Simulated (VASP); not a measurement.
# Hg (C2/m) in VASP: single point with PBE+D3(BJ)

Aim: the single point of Hg with PBE+D3(BJ).

All numbers are computed with VASP 6.6.1; they aren't measurements. Logs are shortened: lines on timing, memory, paths and dates and some standing lists are left out, and cuts for length are marked.

**1. The cell of the first run**

The structure is monoclinic, space group C2/m (No. 12). The conventional cell has a = 5.283 Å, b = 3.715 Å, c = 8.112 Å, α = 90.00°, β = 107.82°, γ = 90.00°. Within 4.2 Å of Hg (site symmetry m) lie 14 Hg at 3.17 to 3.75 Å. Hg (site symmetry 2/m) has 14 Hg at 3.18 to 3.75 Å within 4.2 Å.

**2. Single point, PBE+D3(BJ)**

File INCAR:

```
SYSTEM = Hg
  PREC = Accurate
  ENCUT = 520
  EDIFF = 1E-7
  ISMEAR = 0
  SIGMA = 0.02
  LREAL = .FALSE.
  LASPH = .TRUE.
  NELM = 60
  ALGO = Fast
  ISIF = 2
  LWAVE = .FALSE.
  LCHARG = .FALSE.
  GGA = PE
  IVDW = 12
  NBANDS = 25
```

File KPOINTS:

```
regular mesh
0
G
  12 12 4
  0 0 0
```

File POSCAR:

```
Hg
1.0
    2.6383555000     -1.8576712009     -0.1271687064
    2.6383555000      1.8576712009     -0.1271687064
   -2.1082179904      0.0000000000      7.8333067032
Hg
3
Direct
    0.6719286271      0.6719286271      0.3333026090
    0.3280713729      0.3280713729      0.6666973910
    0.0000000000      0.0000000000      0.0000000000
```

Potentials or basis: VASP PAW PBE potentials, release 64 (Hg).

The run is started by

```sh
$ cat potpaw_PBE.64/Hg/POTCAR > POTCAR
$ mpirun -np 1 vasp_std > vasp.out
```

OUTCAR:

```text
SYSTEM = Hg
   PREC = Accurate
   ENCUT = 520
   EDIFF = 1E-7
   ISMEAR = 0
   LREAL = .FALSE.
   LASPH = .TRUE.
   NELM = 60
   ISIF = 2
   GGA = PE
   IVDW = 12
 IVDW          = 12

 ion  position               nearest neighbor table
   1  0.672  0.672  0.333-   2 3.17   2 3.17   3 3.18   3 3.18   3 3.63   2 3.69   2 3.69   3 3.75

   2  0.328  0.328  0.667-   1 3.17   1 3.17   3 3.18   3 3.18   3 3.63   1 3.69   1 3.69   3 3.75

   3  0.000  0.000  0.000-   1 3.18   1 3.18   2 3.18   2 3.18   1 3.63   2 3.63   1 3.75   2 3.75

  LATTYP: Found a base centered monoclinic cell.
 ALAT       =     5.2828369743
 B/A-ratio  =     0.7032854544
 C/A-ratio  =     1.5355471349
 COS(beta)  =    -0.3060758071

  Lattice vectors:

 A1 = (   2.6383555000,  -1.8576712009,  -0.1271687064)
 A2 = (   2.6383555000,   1.8576712009,  -0.1271687064)
 A3 = (  -2.1082179904,   0.0000000000,   7.8333067032)

Analysis of symmetry for initial positions (statically):
=====================================================================
 Subroutine PRICEL returns:
 Original cell was already a primitive cell.

 Routine SETGRP: Setting up the symmetry group for a
 base centered monoclinic supercell.

 Subroutine GETGRP returns: Found  4 space group operations
 (whereof  4 operations were pure point group operations)
 out of a pool of  4 trial point group operations.

The static configuration has the point symmetry C_2h.

Analysis of symmetry for dynamics (positions and initial velocities):
=====================================================================
 Subroutine PRICEL returns:
 Original cell was already a primitive cell.

 Routine SETGRP: Setting up the symmetry group for a
 base centered monoclinic supercell.

 Subroutine GETGRP returns: Found  4 space group operations
 (whereof  4 operations were pure point group operations)
 out of a pool of  4 trial point group operations.

The dynamic configuration has the point symmetry C_2h.

 Subroutine INISYM returns: Found  4 space group operations
 (whereof  4 operations are pure point group operations),
 and found     1 'primitive' translations

----------------------------------------------------------------------------------------

                                     Primitive cell

  volume of cell :      75.7891

  direct lattice vectors                    reciprocal lattice vectors
[... 87 lines left out ...]
   ENCUT  =  520.0 eV  38.22 Ry    6.18 a.u.   6.00  6.00 15.08*2*pi/ulx,y,z
   NELM   =     60;   NELMIN=  2; NELMDL= -5     # of ELM steps
   EDIFF  = 0.1E-06   stopping-criterion for ELM
   LREAL  =      F    real-space projection
   EDIFFG = 0.1E-05   stopping-criterion for IOM
   NSW    =      0    number of steps for IOM
   IBRION =     -1    ionic relax: 0-MD 1-quasi-New 2-CG
   NFREE  =      0    steps in history (QN), initial steepest desc. (CG)
   ISIF   =      2    stress and relaxation
   ISYM   =      2    0-nonsym 1-usesym 2-fastsym
   POTIM  = 0.5000    time-step for ionic-motion
   TEBEG  =    0.0;   TEEND  =   0.0 temperature during run
   PSTRESS=    0.0 pullay stress
   NELECT =      36.0000    total number of electrons
   NUPDOWN=      -1.0000    fix difference up-down
   EMIN   =  10.00;   EMAX   =-10.00  energy-range for DOS
   EFERMI =   0.00;   METHOD = LEGACY
   ISMEAR =     0;   SIGMA  =   0.02  broadening in eV -4-tet -1-fermi 0-gaus
   EFERMI_NEDOS =   21; number of points for ismear=-14 and -15
   IALGO  =     68    algorithm
   IMIX   =      4    mixing-type and parameters
     AMIX     =   0.40;   BMIX     =  1.00
     AMIX_MAG =   1.60;   BMIX_MAG =  1.00
  volume/ion in A,a.u.               =      25.26       170.48
  Fermi-wavevector in a.u.,A,eV,Ry     =   1.277341  2.413824 22.199260  1.631600
  Thomas-Fermi vector in A             =   2.409946
   LORBIT       =      0    0 simple, 1 ext, 2 COOP (PROOUT), +10 PAW based schemes
   GGA     = PE    functional components
   LHFCALC =     F    Hartree Fock is set to
   AEXX    =    0.0000 exact exchange contribution
   IVDW    =    12    specifies the selected vdW correction
   LEPSILON=     F    determine dielectric tensor
   LRPA    =     F    only Hartree local field effects (RPA)
 non-spin polarized calculation
 RMM-DIIS sequential band-by-band and
 Gauss-broadening in eV      SIGMA  =   0.02
  energy-cutoff  :      520.00
  volume of cell :       75.79
 maximum number of plane-waves:      2069
   NGX = 13   NGY = 13   NGZ = 29

 number of electron      35.9999996 magnetization

 Free energy of the ion-electron system (eV)
  ---------------------------------------------------
  ext. energy  EPLUGINS =         0.00000000
  ---------------------------------------------------
  free energy    TOTEN  =        -0.44788360 eV

  energy without entropy =       -0.44773403  energy(sigma->0) =       -0.44780882

 E-fermi :   2.1520     XC(G=0): -10.4883

 val. band max:        2.1154419336   @ k =   0.5000   0.4167   0.5000
 cond. band min:       2.1534212033   @ k =  -0.0833   0.5000   0.2500
 fundamental gap:      0.0379792697
 Fermi energy:         2.1520338043

 k-point     1 :       0.0000    0.0000    0.0000
  band No.  band energies     occupation
      1      -6.2759      2.00000
      2      -5.2380      2.00000
      3      -5.2379      2.00000
      4      -4.9448      2.00000
      5      -4.9445      2.00000
      6      -4.7506      2.00000
[... 661 lines left out ...]
     24       8.6894      0.00000
     25      10.2459      0.00000

 [... further k-points ...]

------------------------ aborting loop because EDIFF is reached ----------------------------------------

 Edisp (eV)   -1.24391

 E8    (eV) :    -0.5640

  FORCE on cell =-STRESS in cart. coord.  units (eV):
  Direction    XX          YY          ZZ          XY          YZ          ZX
  --------------------------------------------------------------------------------------
  -------------------------------------------------------------------------------------
  Total       0.09608     0.10722     0.11470     0.00000     0.00000     0.00040
  in kB       2.03109     2.26672     2.42477     0.00000     0.00000     0.00851
  external pressure =        2.24 kB  Pullay stress =        0.00 kB

 VOLUME and BASIS-vectors are now :
 -----------------------------------------------------------------------------
  energy-cutoff  :      520.00
  volume of cell :       75.79
      direct lattice vectors                 reciprocal lattice vectors
     2.638355500 -1.857671201 -0.127168706     0.192002708 -0.269154197  0.051674673
     2.638355500  1.857671201 -0.127168706     0.192002708  0.269154197  0.051674673
    -2.108217990  0.000000000  7.833306703     0.006234081  0.000000000  0.129337819

 POSITION                                       TOTAL-FORCE (eV/Angst)
 -----------------------------------------------------------------------------------
      2.84290      0.00000      2.43996         0.000387      0.000000     -0.000058
      0.32559      0.00000      5.13900        -0.000387      0.000000      0.000058
      0.00000      0.00000      0.00000        -0.000000      0.000000      0.000000
 -----------------------------------------------------------------------------------
    total drift:                                0.000000      0.000000     -0.000000

  FREE ENERGIE OF THE ION-ELECTRON SYSTEM (eV)
  ---------------------------------------------------
  free  energy   TOTEN  =        -1.6917926914 eV

  energy  without entropy=       -1.6916431223  energy(sigma->0) =       -1.69171791
```

It took 3.9 min on 1 thread of Oxide Virtual Turin-like, shared host; peak memory 0.33 GiB.

What came out:

```
Free energy                : -1.6918 eV
Pressure                   : 0.2 GPa
Band gap on the k mesh     : zero (band 18 reaches 3.54 eV, above the bottom of band 19 at 1.09 eV)
Dispersion energy per atom : -0.415 eV
```

Levels at points of the mesh, in eV from the Fermi level:
```csv
k point,band 15,band 16,band 17,band 18,band 19,band 20,band 21,band 22
"(0.00, 0.00, 0.00)",-5.85,-5.85,-4.90,-4.89,4.31,4.31,10.17,10.17
"(0.50, 0.00, 0.00)",-5.47,-2.75,-2.73,-1.27,-0.99,1.73,1.73,6.61
"(0.50, 0.50, 0.00)",-5.54,-1.18,-1.18,0.04,0.04,2.82,3.73,3.80
"(0.00, 0.00, 0.50)",-6.04,-6.02,-5.43,-1.07,-0.90,8.93,9.83,10.66
"(0.50, 0.00, 0.50)",-5.48,-2.72,-2.70,-1.40,-1.07,1.89,1.89,6.36
"(0.50, 0.50, 0.50)",-5.50,-1.50,-1.09,0.21,0.21,2.42,2.42,4.93
```

Caveat: spin-orbit coupling is left out, which moves the levels of the heavy elements; pairwise dispersion overbinds metals, which lowers pressure and volume.
